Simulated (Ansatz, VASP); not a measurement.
Cu in VASP and in Ansatz

INCAR

```
PREC = Accurate
ENCUT = 520
EDIFF = 1E-6
ISMEAR = 0
SIGMA = 0.15
LREAL = False
LASPH = True
NELM = 100
ALGO = Fast
ISIF = 2
LWAVE = False
LCHARG = False
GGA = PS
NBANDS = 42
```

File KPOINTS:

```
Automatic mesh
0
Gamma
  20 20 4
```

File POSCAR:

```
Cu
1.0
   -1.4427933200     -1.4427933200     -1.3760814500
   -1.4427933200     -1.4427933200      1.3760814500
   -8.6567599200      8.6567599200     -1.1008651600
Cu
6
Direct
    0.4666733333      0.5333266667      0.0833166667
   -0.3666600000      0.3666600000      0.9166500000
    0.3333400000      0.6666600000      0.4166500000
   -0.0999933333      0.0999933333      0.2499833333
    0.2000066667      0.7999933333      0.7499833333
   -0.2333266667      0.2333266667      0.5833166667
```

Input for Ansatz:

```yaml
crystal:
  lattice:
    - [-1.44279332, -1.44279332, -1.37608145]
    - [-1.44279332, -1.44279332, 1.37608145]
    - [-8.65675992, 8.65675992, -1.10086516]
  atoms:
    - { symbol: Cu, position: [0.4666733333, 0.5333266667, 0.0833166667] }
    - { symbol: Cu, position: [-0.36666, 0.36666, 0.91665] }
    - { symbol: Cu, position: [0.33334, 0.66666, 0.41665] }
    - { symbol: Cu, position: [-0.0999933333, 0.0999933333, 0.2499833333] }
    - { symbol: Cu, position: [0.2000066667, 0.7999933333, 0.7499833333] }
    - { symbol: Cu, position: [-0.2333266667, 0.2333266667, 0.5833166667] }
basis:
  ecutwfc: 420
kpoints:
  mp_grid: { grid: [20, 20, 4] }
hamiltonian:
  xc: pbesol
scf:
  occupations: { method: gaussian, width: 0.15 }
output:
  forces: true
  stress: true
  eigenvalues: true
  write_density: true
  write_potential: true
  elf: true
  volumetric_format: npy
```

Alike in both runs: task single point; functional PBEsol; k mesh 20 × 20 × 4; occupations gaussian, width 0.15 eV; no spin polarisation.

|  | VASP | Ansatz |
| --- | --- | --- |
| version | VASP 6.6.1 | Ansatz 0.2.0 |
| potentials or method | VASP PAW PBE potentials, release 64 (Cu), cutoff 520 eV | scalar-relativistic, plane waves, PAW |
| valence electrons in the cell | 66 | 114 |

|  | VASP | Ansatz | Ansatz less VASP |
| --- | --- | --- | --- |
| gap on the k mesh at the Fermi level (eV) | none | none | - |
| pressure (GPa) | 3.9 | 2.9 | -0.97 |
| traceless stress, the component that is largest in VASP (GPa) | -7.42 | -7.49 | -0.061 |
| rms of the force components (eV/Å) | 0.988 | 0.991 | +0.0027 |

VASP's potentials were made for PBE, not for PBEsol. Atom by atom the forces differ by 0.003 eV/Å (rms over components). A gap of «none» marks a metal or a gap that the smearing closes. VASP's potentials hold 66 valence electrons a cell and Ansatz's 114, so a difference there can come from the potentials and not from the codes.
